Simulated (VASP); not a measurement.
Crystal: Sn.

```
CELL_PARAMETERS angstrom
0.00000 3.28499 3.28499
3.28499 0.00000 3.28499
3.28499 3.28499 0.00000
ATOMIC_POSITIONS crystal
Sn 0.50000 0.50000 0.50000
Sn 0.75000 0.75000 0.75000
```

This isn't the form of Sn at room conditions, which is tetragonal (white tin).

```yaml
Program: VASP 6.6.1
Task: relaxation of cell and atoms
Functional: LDA
Potentials_or_basis: VASP PAW LDA potentials, release 64 (Sn_d)
Cutoff: 600 eV
k_mesh: 16 × 16 × 16
Occupations: gaussian, width 0.1 eV
Spin: no spin polarisation
```

At the start: pressure -1.8 GPa; volume 35.45 Å³/atom.

Question: How do energy, volume and symmetry change on relaxing?

Answer: Over 9 steps the energy falls by 8.7 meV/atom and the volume is 33.96 Å³/atom (-4.2 %); space group Fd-3m (No. 227, to 0.1 Å) before and after.

The path:
```
step  energy change (eV)  largest force (eV/Å)  pressure (GPa)  volume (Å³)
   1              0.0000                0.0000           -1.83        70.90
   2             -0.0150                0.0000            0.69        66.83
   3             -0.0174                0.0000           -0.05        67.90
   4             -0.0174                0.0000            0.11        67.83
   5             -0.0173                0.0000           -0.14        68.06
   6             -0.0174                0.0000            0.03        67.90
   7             -0.0174                0.0000           -0.03        67.93
   8             -0.0174                0.0000           -0.02        67.92
   9             -0.0174                0.0000            0.01        67.91
```

Final structure:
```
CELL_PARAMETERS angstrom
0.00000 3.23820 3.23820
3.23820 0.00000 3.23820
3.23820 3.23820 0.00000
ATOMIC_POSITIONS crystal
Sn 0.50000 0.50000 0.50000
Sn 0.75000 0.75000 0.75000
```
